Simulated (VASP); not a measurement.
YLuN2, 4 atoms in the cell. It takes space group P4/mmm (No. 123, tetragonal). The conventional cell has a = 3.409 Å, b = 3.409 Å, c = 4.819 Å, α = 90.00°, β = 90.00°, γ = 90.00°. Within 3.2 Å of Y (site symmetry 4/mmm) lie 6 N at 2.41 Å. N (site symmetry 4/mmm) has 2 Y at 2.41 Å and 4 Lu at 2.41 Å within 3.2 Å. Within 3.2 Å of N (site symmetry 4/mmm) lie 2 Lu at 2.41 Å and 4 Y at 2.41 Å. Lu (site symmetry 4/mmm) has 6 N at 2.41 Å within 3.2 Å. 

* Program: VASP 6.6.1
* Task: single point
* Functional: PBEsol
* Potentials or basis: VASP PAW PBE potentials, release 64 (Y_sv, N, Lu)
* Cutoff: 520 eV
* k mesh: 6 × 6 × 4
* Occupations: fermi-dirac, width 0.02 eV
* Spin: no spin polarisation
* Dipole correction: no
* Further INCAR settings: ALGO = Normal; EDIFF = 1e-06; NBANDS = 31

Potentials or basis: VASP PAW PBE potentials, release 64 (Y_sv, N, Lu).

Launch:

```bash
$ cat potpaw_PBE.64/Y_sv/POTCAR potpaw_PBE.64/N/POTCAR potpaw_PBE.64/Lu/POTCAR > POTCAR
$ mpirun -np 1 vasp_std > vasp.out
```

Hardware: 1 thread of Intel(R) Xeon(R) Platinum 8488C (Sapphire Rapids), with other jobs on the host.

**Question.** Estimate the wall time of this run.

**Answer.** It took 38 s on 1 thread of Intel(R) Xeon(R) Platinum 8488C (Sapphire Rapids) (shared host), peak memory 0.22 GiB. Counts: scf iterations 15, k points 30.
